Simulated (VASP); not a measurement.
Write the native input for VASP 6.6.1 that does the following.

```yaml
Task: single point
Functional: PBE
Potentials_or_basis: VASP PAW PBE potentials, release 64 (S)
Cutoff: 520 eV
k_mesh: 17 × 17 × 17
Occupations: fermi-dirac, width 0.08 eV
Spin: no spin polarisation
Dipole_correction: no
Further_INCAR_settings: ALGO = Normal; EDIFF = 1e-06; NBANDS = 9
```

The structure of S lies in POSCAR:

```
S
1.0
    0.0000000000      1.9952990105      1.9952990105
    1.9952990105      0.0000000000      1.9952990105
    1.9952990105      1.9952990105      0.0000000000
S
1
Direct
    0.0000000000      0.0000000000      0.0000000000
```

This isn't the form of S at room conditions, which is orthorhombic, of S8 rings.

These files were run (other wordings do the same):

INCAR

```
SYSTEM = S
  PREC = Accurate
  ENCUT = 520
  EDIFF = 1E-6
  ISMEAR = -1
  SIGMA = 0.08
  LREAL = .FALSE.
  LASPH = .TRUE.
  NELM = 100
  ALGO = Normal
  ISIF = 2
  LWAVE = .FALSE.
  LCHARG = .TRUE.
  GGA = PE
  LELF = .TRUE.
  LVHAR = .TRUE.
  NBANDS = 9
```

KPOINTS

```
regular mesh
0
G
  17 17 17
  0 0 0
```

Potentials or basis: VASP PAW PBE potentials, release 64 (S).

Command:

```sh
$ cat potpaw_PBE.64/S/POTCAR > POTCAR
$ mpirun -np 1 vasp_std > vasp.out
```

Results of the run:

The pressure is -0.2 GPa and the band gap on the k mesh is zero (bands 3 and 4 overlap by 5.51 eV).

Run time: 12 s on 1 thread of Intel(R) Xeon(R) Platinum 8488C (Sapphire Rapids) (shared host), peak memory 0.14 GiB.
